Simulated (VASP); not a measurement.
# BiTe (R-3m) in VASP: notebook

Aim: see how the results for BiTe move with the level of theory and the settings. Levels: PBEsol, PBEsol+D3(BJ). Tasks: single point, relaxation of cell and atoms.

Everything below comes from runs of VASP 6.6.1. Logs are shortened: lines on timing, memory, paths and dates and some standing lists are left out, and cuts for length are marked.

**1. The cell of the first run**

It takes space group R-3m (No. 166, trigonal). Conventional cell: a = 4.810 Å, b = 4.810 Å, c = 9.570 Å, α = 90.00°, β = 90.00°, γ = 120.00°. Bi (site symmetry -3m) has 6 Te at 3.20 Å and 6 Bi at 4.23 Å within 4.3 Å. Te (site symmetry -3m) has 6 Bi at 3.20 Å and 6 Te at 4.23 Å within 4.3 Å.

**2. Single point, PBEsol**

INCAR reads:

```
SYSTEM = BiTe
PREC = Accurate
ENCUT = 520
EDIFF = 1E-7
ISMEAR = -1
SIGMA = 0.05
LREAL = .FALSE.
LASPH = .TRUE.
NELM = 80
ALGO = Normal
ISIF = 2
LWAVE = .FALSE.
LCHARG = .FALSE.
GGA = PS
NBANDS = 18
```

KPOINTS reads:

```
Automatic mesh
0
G
  7 7 7
  0 0 0
```

POSCAR reads:

```
BiTe
1.0
    2.4050129423      1.3885348696      3.1898636674
   -2.4050129423      1.3885348696      3.1898636674
    0.0000000000     -2.7770697393      3.1898636674
Bi Te
1 1
Direct
    0.5000000000      0.5000000000      0.5000000000
    0.0000000000      0.0000000000      0.0000000000
```

Potentials or basis: VASP PAW PBE potentials, release 64 (Bi_d, Te).

Started as:

```console
> cat potpaw_PBE.64/Bi_d/POTCAR potpaw_PBE.64/Te/POTCAR > POTCAR
> mpirun -np 1 vasp_std > vasp.out
```

OUTCAR:

```text
SYSTEM = BiTe
   PREC = Accurate
   ENCUT = 520
   EDIFF = 1E-7
   ISMEAR = -1
   LREAL = .FALSE.
   LASPH = .TRUE.
   NELM = 80
   ISIF = 2
   GGA = PS

 ion  position               nearest neighbor table
   1  0.500  0.500  0.500-   2 3.20   2 3.20   2 3.20   2 3.20   2 3.20   2 3.20
   2  0.000  0.000  0.000-   1 3.20   1 3.20   1 3.20   1 3.20   1 3.20   1 3.20

  LATTYP: Found a trigonal (rhomboedric) cell.
 ALAT       =     4.2293435133
 COS(alpha) =     0.3532761010

  Lattice vectors:

 A1 = (   2.4050129423,   1.3885348696,   3.1898636674)
 A2 = (  -2.4050129423,   1.3885348696,   3.1898636674)
 A3 = (   0.0000000000,  -2.7770697393,   3.1898636674)

Analysis of symmetry for initial positions (statically):
=====================================================================
 Subroutine PRICEL returns:
 Original cell was already a primitive cell.

 Routine SETGRP: Setting up the symmetry group for a
 trigonal (rhombohedral) supercell.

 Subroutine GETGRP returns: Found 12 space group operations
 (whereof 12 operations were pure point group operations)
 out of a pool of 12 trial point group operations.

The static configuration has the point symmetry D_3d.

Analysis of symmetry for dynamics (positions and initial velocities):
=====================================================================
 Subroutine PRICEL returns:
 Original cell was already a primitive cell.

 Routine SETGRP: Setting up the symmetry group for a
 trigonal (rhombohedral) supercell.

 Subroutine GETGRP returns: Found 12 space group operations
 (whereof 12 operations were pure point group operations)
 out of a pool of 12 trial point group operations.

The dynamic configuration has the point symmetry D_3d.

 Subroutine INISYM returns: Found 12 space group operations
 (whereof 12 operations are pure point group operations),
 and found     1 'primitive' translations

----------------------------------------------------------------------------------------

                                     Primitive cell

  volume of cell :      63.9142

  direct lattice vectors                    reciprocal lattice vectors
[... 79 lines left out ...]
   ISTART =      0    job   : 0-new  1-cont  2-samecut
   ICHARG =      2    charge: 1-file 2-atom 10-const
   ISPIN  =      1    spin polarized calculation?
   LNONCOLLINEAR =      F non collinear calculations
   LSORBIT =      F    spin-orbit coupling
   LASPH  =      T    aspherical Exc in radial PAW
   ENCUT  =  520.0 eV  38.22 Ry    6.18 a.u.   7.86  7.86  7.86*2*pi/ulx,y,z
   NELM   =     80;   NELMIN=  2; NELMDL= -5     # of ELM steps
   EDIFF  = 0.1E-06   stopping-criterion for ELM
   LREAL  =      F    real-space projection
   EDIFFG = 0.1E-05   stopping-criterion for IOM
   NSW    =      0    number of steps for IOM
   IBRION =     -1    ionic relax: 0-MD 1-quasi-New 2-CG
   NFREE  =      0    steps in history (QN), initial steepest desc. (CG)
   ISIF   =      2    stress and relaxation
   ISYM   =      2    0-nonsym 1-usesym 2-fastsym
   POTIM  = 0.5000    time-step for ionic-motion
   TEBEG  =    0.0;   TEEND  =   0.0 temperature during run
   PSTRESS=    0.0 pullay stress
   NELECT =      21.0000    total number of electrons
   NUPDOWN=      -1.0000    fix difference up-down
   EMIN   =  10.00;   EMAX   =-10.00  energy-range for DOS
   EFERMI =   0.00;   METHOD = LEGACY
   ISMEAR =    -1;   SIGMA  =   0.05  broadening in eV -4-tet -1-fermi 0-gaus
   EFERMI_NEDOS =   21; number of points for ismear=-14 and -15
   IALGO  =     38    algorithm
   IMIX   =      4    mixing-type and parameters
     AMIX     =   0.40;   BMIX     =  1.00
     AMIX_MAG =   1.60;   BMIX_MAG =  1.00
  volume/ion in A,a.u.               =      31.96       215.66
  Fermi-wavevector in a.u.,A,eV,Ry     =   1.129663  2.134753 17.362905  1.276138
  Thomas-Fermi vector in A             =   2.266357
   LORBIT       =      0    0 simple, 1 ext, 2 COOP (PROOUT), +10 PAW based schemes
   GGA     = PS    functional components
   LHFCALC =     F    Hartree Fock is set to
   AEXX    =    0.0000 exact exchange contribution
   IVDW    =     0    specifies the selected vdW correction
   LEPSILON=     F    determine dielectric tensor
   LRPA    =     F    only Hartree local field effects (RPA)
 non-spin polarized calculation
  energy-cutoff  :      520.00
  volume of cell :       63.91
 maximum number of plane-waves:      1731
   NGX = 15   NGY = 15   NGZ = 15

 number of electron      21.0000008 magnetization

 Free energy of the ion-electron system (eV)
  ---------------------------------------------------
  ext. energy  EPLUGINS =         0.00000000
  ---------------------------------------------------
  free energy    TOTEN  =        -8.00016991 eV

  energy without entropy =       -7.98802683  energy(sigma->0) =       -7.99409837

 E-fermi :   7.1476     XC(G=0):  -9.8797

 val. band max:        7.1325784767   @ k =   0.2857   0.2857   0.2857
 cond. band min:       7.1981830328   @ k =  -0.4286   0.2857   0.2857
 fundamental gap:      0.0656045561
 Fermi energy:         7.1475934905

 k-point     1 :       0.0000    0.0000    0.0000
  band No.  band energies     occupation
      1     -16.0131      2.00000
      2     -16.0131      2.00000
      3     -15.9984      2.00000
      4     -15.9984      2.00000
      5     -15.9758      2.00000
      6      -6.6794      2.00000
[... 481 lines left out ...]
      5     -15.9748      2.00000
      6      -5.3385      2.00000
[... 10 lines left out ...]
     17      16.3452      0.00000
     18      17.9499      0.00000

 [... further k-points ...]

------------------------ aborting loop because EDIFF is reached ----------------------------------------

  FORCE on cell =-STRESS in cart. coord.  units (eV):
  Direction    XX          YY          ZZ          XY          YZ          ZX
  --------------------------------------------------------------------------------------
  -------------------------------------------------------------------------------------
  Total        0.0010847      0.0010847     -0.0227814      0.0000000      0.0000000      0.0000000
  in kB        0.0271913      0.0271913     -0.5710757      0.0000000      0.0000000      0.0000000
  external PRESSURE =      -0.1722310 kB  Pullay stress =       0.0000000 kB

 VOLUME and BASIS-vectors are now :
 -----------------------------------------------------------------------------
  energy-cutoff  :      520.00
  volume of cell :       63.91
      direct lattice vectors                 reciprocal lattice vectors
     2.405012942  1.388534870  3.189863667     0.207899089  0.120030595  0.104497674
    -2.405012942  1.388534870  3.189863667    -0.207899089  0.120030595  0.104497674
     0.000000000 -2.777069739  3.189863667     0.000000000 -0.240061190  0.104497674

 POSITION                                       TOTAL-FORCE (eV/Angst)
 -----------------------------------------------------------------------------------
      0.00000     -0.00000      4.78480         0.000000     -0.000000      0.000000
      0.00000      0.00000      0.00000        -0.000000      0.000000     -0.000000
 -----------------------------------------------------------------------------------
    total drift:                               -0.000000      0.000000     -0.000000

  FREE ENERGIE OF THE ION-ELECTRON SYSTEM (eV)
  ---------------------------------------------------
  free  energy   TOTEN  =        -8.0001699101 eV

  energy  without entropy=       -7.9880268286  energy(sigma->0) =       -7.99409837
```

stdout:

```text
POSCAR found type information on POSCAR BiTe
 POSCAR found :  2 types and       2 ions
 scaLAPACK will be used
 -----------------------------------------------------------------------------
|                                                                             |
|                                                                             |
|     You enforced a specific xc type in the INCAR file but a different       |
|     I HOPE YOU KNOW WHAT YOU ARE DOING!                                     |
|                                                                             |
 -----------------------------------------------------------------------------

 LDA part: xc-table for (Slater+PW92), standard interpolation
 POSCAR, INCAR and KPOINTS ok, starting setup
 FFT: planning ... GRIDC
 FFT: planning ... GRID_SOFT
 FFT: planning ... GRID
 WAVECAR not read
 entering main loop
```

Run time: 47 s. Hardware: 1 thread of Intel Xeon 8259CL, shared host; peak memory 0.2 GiB.

What came out:

```
Free energy            : -8.0002 eV
Pressure               : 0.0 GPa
Band gap on the k mesh : zero (an odd number of electrons rules out a gap without spin polarisation)
```

Caveat: the PAW data sets were made with another functional, which shifts forces and pressure a little; spin-orbit coupling is left out, which moves the levels of the heavy elements.

**3. Single point, PBEsol+D3(BJ)**

This run uses another cell than the first one, of 33.72 Å³/atom.

INCAR reads:

```
SYSTEM = BiTe
PREC = Accurate ; ENCUT = 520
EDIFF = 1E-7 ; ISMEAR = -1
SIGMA = 0.05 ; LREAL = .FALSE.
LASPH = .TRUE. ; NELM = 100
ALGO = Normal ; ISIF = 2
LWAVE = .FALSE. ; LCHARG = .FALSE.
GGA = PS ; IVDW = 12
NBANDS = 18
```

KPOINTS reads:

```
regular mesh
0
G
  7 7 7
  0 0 0
```

POSCAR reads:

```
BiTe
1.0
    2.4227077728      1.3987509848      3.3172919545
   -2.4227077728      1.3987509848      3.3172919545
    0.0000000000     -2.7975019696      3.3172919545
Bi Te
1 1
Direct
    0.5000000000      0.5000000000      0.5000000000
    0.0000000000      0.0000000000      0.0000000000
```

Potentials or basis: VASP PAW PBE potentials, release 64 (Bi_d, Te).

Started as:

```console
> cat potpaw_PBE.64/Bi_d/POTCAR potpaw_PBE.64/Te/POTCAR > POTCAR
> mpirun -np 1 vasp_std > vasp.out
```

OUTCAR:

```text
SYSTEM = BiTe
   PREC = Accurate
   ENCUT = 520
   EDIFF = 1E-7
   ISMEAR = -1
   LREAL = .FALSE.
   LASPH = .TRUE.
   NELM = 100
   ISIF = 2
   GGA = PS
   IVDW = 12
 IVDW          = 12

 ion  position               nearest neighbor table
   1  0.500  0.500  0.500-   2 3.25   2 3.25   2 3.25   2 3.25   2 3.25   2 3.25
   2  0.000  0.000  0.000-   1 3.25   1 3.25   1 3.25   1 3.25   1 3.25   1 3.25

  LATTYP: Found a trigonal (rhomboedric) cell.
 ALAT       =     4.3394058558
 COS(alpha) =     0.3765932224

  Lattice vectors:

 A1 = (   2.4227077728,   1.3987509848,   3.3172919545)
 A2 = (  -2.4227077728,   1.3987509848,   3.3172919545)
 A3 = (   0.0000000000,  -2.7975019696,   3.3172919545)

Analysis of symmetry for initial positions (statically):
=====================================================================
 Subroutine PRICEL returns:
 Original cell was already a primitive cell.

 Routine SETGRP: Setting up the symmetry group for a
 trigonal (rhombohedral) supercell.

 Subroutine GETGRP returns: Found 12 space group operations
 (whereof 12 operations were pure point group operations)
 out of a pool of 12 trial point group operations.

The static configuration has the point symmetry D_3d.

Analysis of symmetry for dynamics (positions and initial velocities):
=====================================================================
 Subroutine PRICEL returns:
 Original cell was already a primitive cell.

 Routine SETGRP: Setting up the symmetry group for a
 trigonal (rhombohedral) supercell.

 Subroutine GETGRP returns: Found 12 space group operations
 (whereof 12 operations were pure point group operations)
 out of a pool of 12 trial point group operations.

The dynamic configuration has the point symmetry D_3d.

 Subroutine INISYM returns: Found 12 space group operations
 (whereof 12 operations are pure point group operations),
 and found     1 'primitive' translations

----------------------------------------------------------------------------------------

                                     Primitive cell
[... 110 lines left out ...]
     AMIX     =   0.40;   BMIX     =  1.00
     AMIX_MAG =   1.60;   BMIX_MAG =  1.00
  volume/ion in A,a.u.               =      33.72       227.58
  Fermi-wavevector in a.u.,A,eV,Ry     =   1.109573  2.096789 16.750837  1.231152
  Thomas-Fermi vector in A             =   2.246114
   LORBIT       =      0    0 simple, 1 ext, 2 COOP (PROOUT), +10 PAW based schemes
   GGA     = PS    functional components
   LHFCALC =     F    Hartree Fock is set to
   AEXX    =    0.0000 exact exchange contribution
   IVDW    =    12    specifies the selected vdW correction
   LEPSILON=     F    determine dielectric tensor
   LRPA    =     F    only Hartree local field effects (RPA)
 non-spin polarized calculation
  energy-cutoff  :      520.00
  volume of cell :       67.45
 maximum number of plane-waves:      1827
   NGX = 17   NGY = 17   NGZ = 17

 number of electron      20.9999996 magnetization

 Free energy of the ion-electron system (eV)
  ---------------------------------------------------
  ext. energy  EPLUGINS =         0.00000000
  ---------------------------------------------------
  free energy    TOTEN  =        -7.97456238 eV

  energy without entropy =       -7.96256488  energy(sigma->0) =       -7.96856363

 E-fermi :   6.5116     XC(G=0):  -9.6320

 val. band max:        6.4836113964   @ k =  -0.4286   0.2857   0.2857
 cond. band min:       6.5598032828   @ k =   0.2857   0.2857   0.2857
 fundamental gap:      0.0761918864
 Fermi energy:         6.5115588215

 k-point     1 :       0.0000    0.0000    0.0000
  band No.  band energies     occupation
      1     -16.6350      2.00000
      2     -16.6350      2.00000
      3     -16.6195      2.00000
      4     -16.6195      2.00000
      5     -16.6027      2.00000
      6      -6.9805      2.00000
[... 481 lines left out ...]
      5     -16.6013      2.00000
      6      -5.7628      2.00000
[... 10 lines left out ...]
     17      15.5540      0.00000
     18      16.7379      0.00000

 [... further k-points ...]

------------------------ aborting loop because EDIFF is reached ----------------------------------------

 Edisp (eV)   -0.89217

 E8    (eV) :    -0.6229

  FORCE on cell =-STRESS in cart. coord.  units (eV):
  Direction    XX          YY          ZZ          XY          YZ          ZX
  --------------------------------------------------------------------------------------
  -------------------------------------------------------------------------------------
  Total      -1.91203    -1.91203    -1.82985     0.00000    -0.00000     0.00000
  in kB     -45.41798   -45.41798   -43.46603     0.00000    -0.00000     0.00000
  external pressure =      -44.77 kB  Pullay stress =        0.00 kB

 VOLUME and BASIS-vectors are now :
 -----------------------------------------------------------------------------
  energy-cutoff  :      520.00
  volume of cell :       67.45
      direct lattice vectors                 reciprocal lattice vectors
     2.422707773  1.398750985  3.317291954     0.206380648  0.119153923  0.100483568
    -2.422707773  1.398750985  3.317291954    -0.206380648  0.119153923  0.100483568
     0.000000000 -2.797501970  3.317291954     0.000000000 -0.238307845  0.100483568

 POSITION                                       TOTAL-FORCE (eV/Angst)
 -----------------------------------------------------------------------------------
      0.00000      0.00000      4.97594         0.000000     -0.000000      0.000000
      0.00000      0.00000      0.00000        -0.000000      0.000000     -0.000000
 -----------------------------------------------------------------------------------
    total drift:                               -0.000000      0.000000     -0.000000

  FREE ENERGIE OF THE ION-ELECTRON SYSTEM (eV)
  ---------------------------------------------------
  free  energy   TOTEN  =        -8.8667338713 eV

  energy  without entropy=       -8.8547363754  energy(sigma->0) =       -8.86073512
```

OSZICAR:

```text
N       E                     dE             d eps       ncg     rms          rms(c)
DAV:   1     0.160613665330E+03    0.16061E+03   -0.99104E+03  1584   0.112E+03
DAV:   2     0.465821113959E+01   -0.15596E+03   -0.15186E+03  1672   0.312E+02
DAV:   3    -0.766633710300E+01   -0.12325E+02   -0.12178E+02  1904   0.907E+01
DAV:   4    -0.800862031946E+01   -0.34228E+00   -0.34205E+00  1990   0.162E+01
DAV:   5    -0.802126893312E+01   -0.12649E-01   -0.12648E-01  2156   0.290E+00    0.619E+00
DAV:   6    -0.797433155528E+01    0.46937E-01   -0.14060E-01  2314   0.236E+00    0.384E+00
DAV:   7    -0.797505650138E+01   -0.72495E-03   -0.33453E-02  1846   0.986E-01    0.681E-01
DAV:   8    -0.797450737568E+01    0.54913E-03   -0.53941E-03  2000   0.511E-01    0.137E-01
DAV:   9    -0.797456638066E+01   -0.59005E-04   -0.55518E-04  1810   0.145E-01    0.533E-02
DAV:  10    -0.797456473585E+01    0.16448E-05   -0.32541E-05  2102   0.362E-02    0.285E-02
DAV:  11    -0.797456307891E+01    0.16569E-05   -0.10545E-05  2272   0.221E-02    0.621E-03
DAV:  12    -0.797456241710E+01    0.66182E-06   -0.17712E-06  2022   0.106E-02    0.217E-03
DAV:  13    -0.797456237698E+01    0.40117E-07   -0.11343E-07  1276   0.199E-03
   1 F= -.88667339E+01 E0= -.88607351E+01  d E =-.119975E-01
```

It took 36 s on 1 thread of Intel Xeon 8259CL, shared host; peak memory 0.22 GiB.

Results:

- Free energy: -8.8667 eV
- Pressure: -4.5 GPa
- Band gap on the k mesh: zero (an odd number of electrons rules out a gap without spin polarisation)
- Dispersion energy per atom: -0.446 eV

Stress tensor (GPa, compression positive):
```
-4.54  0.00  0.00
 0.00 -4.54  0.00
 0.00  0.00 -4.35
```

Caveat: three body term missing; the cell stands under tension; the PAW data sets were made with another functional, which shifts forces and pressure a little; spin-orbit coupling is left out, which moves the levels of the heavy elements.

**4. Relaxation of cell and atoms, PBEsol**

This run uses another cell than the first one, of 33.72 Å³/atom.

INCAR reads:

```
PREC = Accurate
ENCUT = 600
EDIFF = 1E-6
ISMEAR = -1
SIGMA = 0.05
LREAL = False
LASPH = True
NELM = 60
ALGO = Normal
ISIF = 3
LWAVE = False
LCHARG = False
GGA = PS
IBRION = 2
NSW = 60
EDIFFG = -0.01
```

KPOINTS reads:

```
regular mesh
0
Gamma
  7 7 7
```

POSCAR is that of step 3.

Started as:

```console
> cat potpaw_PBE.64/Bi_d/POTCAR potpaw_PBE.64/Te/POTCAR > POTCAR
> mpirun -np 1 vasp_std > vasp.out
```

Wall time 3.3 min (1 thread of Intel Xeon 8259CL, shared host); peak memory 0.25 GiB.

It converged, with:

```yaml
Free_energy: -8.0007 eV
Relaxed_volume: 31.95 Å³/atom
Relaxed_cell: a = 4.226 Å, b = 4.226 Å, c = 4.226 Å, α = 69.45°, β = 69.45°, γ = 69.45°
Space_group_after_relaxing_to_0.1_Å: R-3m (No. 166)
Energy_gained_by_relaxing: 12.9 meV/atom
Ionic_steps: 7
Pressure_after_relaxing: 0.0 GPa
Band_gap_on_the_k_mesh: zero (an odd number of electrons rules out a gap without spin polarisation)
```

The path:
```tsv
step	energy change (eV)	largest force (eV/Å)	pressure (GPa)	volume (Å³)
1	0.0000	0.0000	-2.32	67.45
2	-0.0157	0.0000	1.50	62.79
3	-0.0230	0.0000	-0.01	64.40
4	-0.0238	0.0000	-0.01	64.33
5	-0.0253	0.0000	-0.01	64.14
6	-0.0255	0.0000	-0.02	63.71
7	-0.0259	0.0000	-0.01	63.91
```

Final structure:
```
Bi Te
1.0
     2.40735    1.38988    3.18332
    -2.40735    1.38988    3.18332
     0.00000   -2.77977    3.18332
Bi Te
1 1
Direct
  0.50000 0.50000 0.50000
  0.00000 0.00000 0.00000
```

Levels at points of the mesh, in eV from the Fermi level:
| k point | band 6 | band 7 | band 8 | band 9 | band 10 | band 11 | band 12 | band 13 | band 14 |
| --- | --- | --- | --- | --- | --- | --- | --- | --- | --- |
| (0.00, 0.00, 0.00) | -13.82 | -8.13 | -3.08 | -3.08 | -1.51 | 2.01 | 2.77 | 2.77 | 3.85 |

Caveat: the PAW data sets were made with another functional, which shifts forces and pressure a little; spin-orbit coupling is left out, which moves the levels of the heavy elements.

**5. Summary**

| task | level | cell | cutoff (eV) | gap on the mesh (eV) | pressure (GPa) |
| --- | --- | --- | --- | --- | --- |
| single point | PBEsol | a = 4.229 Å, angles 69.3°, 2 atoms | 520 | none | 0.0 |
| single point | PBEsol+D3(BJ) | a = 4.339 Å, angles 67.9°, 2 atoms | 520 | none | -4.5 |
| relaxation of cell and atoms | PBEsol | relaxed from a = 4.339 Å, angles 67.9°, 2 atoms | 600 | none | 0.0 |

Alike in all rows: potentials or basis VASP PAW PBE potentials, release 64 (Bi_d, Te); no spin polarisation; k mesh 7 × 7 × 7; smearing fermi-dirac 0.05 eV.

Caveats: the PAW data sets were made with another functional, which shifts forces and pressure a little; spin-orbit coupling is left out, which moves the levels of the heavy elements; three body term missing (at least some runs); the cell stands under tension (at least some runs).

Absolute energies hang on the potentials; compare differences alone.
